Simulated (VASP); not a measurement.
Here is a VASP 6.6.1 calculation.

Contents of INCAR:

```
SYSTEM = WS2
PREC = Accurate ; ENCUT = 600
EDIFF = 1E-6 ; ISMEAR = 0
SIGMA = 0.02 ; LREAL = .FALSE.
LASPH = .TRUE. ; NELM = 80
ALGO = Normal ; ISIF = 4
LWAVE = .FALSE. ; LCHARG = .FALSE.
GGA = PE ; IVDW = 12
IBRION = 2 ; NSW = 50
EDIFFG = -0.01
```

The input KPOINTS:

```
Automatic mesh
0
G
  12 12 2
  0 0 0
```

The input POSCAR:

```
WS2
1.0
    3.1915277889      0.0000000000      0.0000000000
   -1.5957638945      2.7639441421      0.0000000000
    0.0000000000      0.0000000000     17.5996746996
W S
1 2
Direct
    0.3333333333      0.6666666667      0.0000000000
    0.6666666667      0.3333333333      0.9096039357
    0.6666666667      0.3333333333      0.0903960643
```

Potentials or basis: VASP PAW PBE potentials, release 64 (W_sv, S).

The run is started by

```sh
$ cat potpaw_PBE.64/W_sv/POTCAR potpaw_PBE.64/S/POTCAR > POTCAR
$ mpirun -np 1 vasp_std > vasp.out
```

Task: What does it give for the dispersion energy per atom?

Result: -0.310 eV.

Task: What does it give for the band gap on the k mesh?

Result: 1.92 eV, direct.

Step by step:
| step | energy change (eV) | largest force (eV/Å) | pressure (GPa) | volume (Å³) |
| --- | --- | --- | --- | --- |
| 1 | 0.0000 | 0.4977 | -1.60 | 155.25 |
| 2 | -0.0123 | 0.0252 | -0.77 | 155.25 |
| 3 | -0.0124 | 0.0160 | -0.74 | 155.25 |
| 4 | -0.0200 | 0.0005 | -0.38 | 155.25 |
| 5 | -0.0227 | 0.0174 | 0.01 | 155.25 |
| 6 | -0.0227 | 0.0164 | 0.00 | 155.25 |
| 7 | -0.0227 | 0.0127 | -0.05 | 155.25 |
| 8 | -0.0227 | 0.0006 | -0.03 | 155.25 |

Caveat: the cell differs from its parent crystal (volume scaled by 1.06); spin-orbit coupling is left out, which moves the levels of the heavy elements.
